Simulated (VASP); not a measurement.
Runs of VASP 6.6.1 on BN. The structure is that of space group P6_3mc (No. 186), or close to it. The cells are those of the table. 

| level | potentials or basis | cell | k mesh | cutoff (eV) | smearing | grid for exact exchange (PRECFOCK) | screening parameter | second run | gap on the mesh (eV) | pressure (GPa) | largest force (eV/Å) |
| --- | --- | --- | --- | --- | --- | --- | --- | --- | --- | --- | --- |
| HSE06 | VASP PAW PBE potentials, release 64 (B, N) | a = 2.544, b = 2.544, c = 4.355 Å, angles 90.0, 90.0, 120.0°, 4 atoms | 9 × 9 × 4 | 520 | gaussian 0.01 eV | Normal | 0.2079 1/Å | - | 6.57 | -15.8 | 0.04 |
| r2SCAN | VASP PAW PBE potentials, release 64 (B, N) | a = 2.544, b = 2.544, c = 4.355 Å, angles 90.0, 90.0, 120.0°, 4 atoms | 12 × 12 × 6 | 520 | gaussian 0.01 eV | - | - | - | (a) | -10.9 | 0.01 |
| r2SCAN | VASP PAW PBE potentials, release 64 (B_h, N_h) | a = 2.544, b = 2.544, c = 4.355 Å, angles 90.0, 90.0, 120.0°, 4 atoms | 12 × 12 × 6 | 910 | gaussian 0.01 eV | - | - | hard_potentials | 5.78 | -12.4 | - |
| PBE | VASP PAW PBE potentials, release 64 (B, N) | a = 2.545, b = 2.493, c = 4.208 Å, angles 90.0, 90.0, 118.0°, 4 atoms | 12 × 12 × 6 | 520 | fermi-dirac 0.02 eV | - | - | - | (b) | 5.5 | 0.04 |
| r2SCAN | VASP PAW PBE potentials, release 64 (B, N) | a = 2.545, b = 2.493, c = 4.208 Å, angles 90.0, 90.0, 118.0°, 4 atoms | 12 × 12 × 6 | 520 | gaussian 0.01 eV | - | - | - | 5.54 | 1.7 | 0.01 |

Alike in all rows: task single point; no spin polarisation.

Fill in the values left out.

(a) 5.77; (b) 5.01.

Caveats: the PAW data sets were made with another functional, which shifts forces and pressure a little (some runs); the cutoff is under 1.25 times the usual one of these potentials, so pressure, stress and relaxed cells hold a basis-set (Pulay) error (some runs).

A k mesh can miss the band edges.
